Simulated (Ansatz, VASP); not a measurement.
**Two plane-wave programs on ZnCu**

Contents of POSCAR:

```
ZnCu
1.0
    1.5011501513     -2.1399696459      0.0000000000
    1.5011501513      2.1399696459      0.0000000000
    0.0000000000      0.0000000000      4.1772302235
Zn Cu
1 1
Direct
    0.5000000000      0.5000000000      0.5000000000
    0.0000000000      0.0000000000      0.0000000000
```

File INCAR.step1:

```
  ALGO = Normal
  EDIFF = 1E-4
  ENCUT = 520
  GGA = PE
  ISMEAR = 1
  LASPH = T
  LCHARG = F
  LREAL = F
  LWAVE = T
  NBANDS = 18
  NELM = 60
  PREC = Accurate
  SIGMA = 0.1
```

File INCAR.step2:

```
  ALGO = Normal
  EDIFF = 1E-6
  ENCUT = 520
  ISIF = 2
  ISMEAR = 1
  ISTART = 1
  LASPH = T
  LCHARG = F
  LMIXTAU = T
  LREAL = F
  LWAVE = F
  METAGGA = R2SCAN
  NBANDS = 18
  NELM = 60
  PREC = Accurate
  SIGMA = 0.1
```

Contents of KPOINTS:

```
k-points
0
Gamma
  12 12 7
```

Input for Ansatz:

```yaml
crystal:
  lattice:
    - [1.5011501513378105, -2.1399696458760284, 0.0]
    - [1.5011501513378105, 2.1399696458760284, 0.0]
    - [0.0, 0.0, 4.17723022350317]
  atoms:
    - { symbol: Zn, position: [0.5, 0.5, 0.5] }
    - { symbol: Cu, position: [0.0, 0.0, 0.0] }
basis:
  ecutwfc: 653.073269903712
kpoints:
  mp_grid:
    grid: [12, 12, 7]
hamiltonian:
  xc: r2scan
scf:
  occupations:
    method: cold
    width: 0.1
output:
  stress: true
```

Alike in both runs: task single point; functional r2SCAN; k mesh 12 × 12 × 7; no spin polarisation.

|  | VASP | Ansatz |
| --- | --- | --- |
| version | VASP 6.6.1 | Ansatz 0.2.0 |
| potentials or method | VASP PAW PBE potentials, release 64 (Zn, Cu), cutoff 520 eV | plane waves, PAW |
| occupations | methfessel-paxton of order 1, width 0.1 eV | cold, width 0.1 eV |
| valence electrons in the cell | 23 | 31 |

Ansatz gave:

* pressure (GPa): -7.8
* traceless stress, the component that is largest in VASP (GPa): 0.91

Problem. What did VASP give for the same quantities?

Solution. Pressure (GPa): -7.3; traceless stress, the component that is largest in VASP (GPa): 0.95.

VASP's potentials were made for PBE, not for r2SCAN. VASP's potentials hold 23 valence electrons a cell and Ansatz's 31, so a difference there can come from the potentials and not from the codes.
